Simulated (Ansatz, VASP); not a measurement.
**FeO in VASP and in Ansatz**

INCAR

```
  PREC = Accurate
  ENCUT = 600
  EDIFF = 1E-6
  ISMEAR = 0
  SIGMA = 0.05
  LREAL = False
  LASPH = True
  NELM = 120
  ALGO = Normal
  ISIF = 2
  LWAVE = False
  LCHARG = False
  GGA = PE
  NBANDS = 18
  GGA_COMPAT = False
```

KPOINTS

```
regular mesh
0
Gamma
  14 14 14
```

The input POSCAR:

```
FeO
1.0
    0.0000000000      2.0314690713      2.0314690713
    2.0314690713      0.0000000000      2.0314690713
    2.0314690713      2.0314690713      0.0000000000
Fe O
1 1
Direct
    0.0000000000      0.0000000000      0.0000000000
    0.5000000000      0.5000000000      0.5000000000
```

Input for Ansatz:

```yaml
crystal:
  lattice:
    - [0.0, 2.0314690713, 2.0314690713]
    - [2.0314690713, 0.0, 2.0314690713]
    - [2.0314690713, 2.0314690713, 0.0]
  atoms:
    - { symbol: Fe, position: [0.0, 0.0, 0.0] }
    - { symbol: O, position: [0.5, 0.5, 0.5] }
basis:
  ecutwfc: 420
  ecutrho_ratio: 4
kpoints:
  mp_grid: { grid: [14, 14, 14] }
hamiltonian:
  xc: pbe
scf:
  occupations: { method: gaussian, width: 0.05 }
output:
  forces: true
  stress: true
  eigenvalues: true
```

Alike in both runs: task single point; functional PBE; k mesh 14 × 14 × 14; occupations gaussian, width 0.05 eV; no spin polarisation.

```csv
,VASP,Ansatz
version,VASP 6.6.1,Ansatz 0.2.0
potentials or method,"VASP PAW PBE potentials, release 64 (Fe_sv, O), cutoff 600 eV","scalar-relativistic, plane waves, PAW"
valence electrons in the cell,22,22
```

```csv
,VASP,Ansatz,Ansatz less VASP
gap on the k mesh at the Fermi level (eV),none,none,-
pressure (GPa),2.3,5.1,+2.71
```

A gap of «none» marks a metal or a gap that the smearing closes.
